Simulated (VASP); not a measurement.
Al3Rh2, 5 atoms in the cell. The structure is hexagonal, space group P-6m2 (No. 187). The conventional cell has a = 4.031 Å, b = 4.031 Å, c = 4.950 Å, α = 90.00°, β = 90.00°, γ = 120.00°. Al (site symmetry 3m) has 5 Al at 2.43 to 2.65 Å and 6 Rh at 2.63 to 2.65 Å within 3.2 Å. Within 3.1 Å of Al (site symmetry -6m2) lie 5 Rh at 2.33 to 2.48 Å and 6 Al at 2.65 Å. Rh (site symmetry -6m2) has 8 Al at 2.48 to 2.63 Å within 3.3 Å. Rh (site symmetry -6m2) has 9 Al at 2.33 to 2.65 Å within 3.1 Å. 

```yaml
Program: VASP 6.6.1
Task: relaxation of cell and atoms
Functional: PBE
Potentials_or_basis: VASP PAW PBE potentials, release 64 (Al, Rh_pv)
Cutoff: 600 eV
k_mesh: 6 × 6 × 4
Occupations: gaussian, width 0.1 eV
Spin: no spin polarisation
Dipole_correction: no
Further_INCAR_settings: ALGO = Normal; EDIFF = 1e-07; IBRION = 2; EDIFFG = -0.04; NSW = 90; ISIF = 3
```

Potentials or basis: VASP PAW PBE potentials, release 64 (Al, Rh_pv).

The run is started by

```bash
$ cat potpaw_PBE.64/Al/POTCAR potpaw_PBE.64/Rh_pv/POTCAR > POTCAR
$ mpirun -np 1 vasp_std > vasp.out
```

Hardware: 1 thread of Intel(R) Xeon(R) Platinum 8488C (Sapphire Rapids) (shared host).

**Question.** How long does it take, and how much memory?

**Answer.** Wall time 2.7 min on 1 thread of Intel(R) Xeon(R) Platinum 8488C (Sapphire Rapids), with other jobs on the host, peak memory 0.22 GiB. Counts: scf iterations 82, k points 21, ion steps 7.
